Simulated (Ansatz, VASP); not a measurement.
## Two plane-wave programs on Hf

```xyz
3
Lattice="4.9891 0.0000 0.0000 -2.4946 4.3207 0.0000 0.0000 0.0000 3.1081" Properties=species:S:1:pos:R:3 pbc="T T T"
Hf    0.0000    0.0000    0.0000
Hf    0.0000    2.8805    1.5540
Hf    2.4946    1.4402    1.5540
```

Alike in both runs: functional PBE; k mesh 6 × 6 × 6; occupations gaussian, width 0.1 eV; no spin polarisation.

Ansatz relaxed the structure, and its values are those at the end. VASP's run is a single point on that final structure, the one shown.

|  | VASP | Ansatz |
| --- | --- | --- |
| version | VASP 6.6.1 | Ansatz 0.2.0 |
| potentials or method | VASP PAW PBE potentials, release 64 (Hf_pv), cutoff 500 eV | scalar-relativistic, plane waves, PAW |
| valence electrons in the cell | 30 | 78 |

|  | VASP | Ansatz | Ansatz less VASP |
| --- | --- | --- | --- |
| gap on the k mesh at the Fermi level (eV) | none | none | - |
| pressure (GPa) | -0.4 | 0.0 | +0.47 |

A gap of «none» marks a metal or a gap that the smearing closes. The functional is the same, so the differences come from potentials, cutoffs and numerics. VASP's potentials hold 30 valence electrons a cell and Ansatz's 78, so a difference there can come from the potentials and not from the codes.

Neither program's run includes spin-orbit coupling.
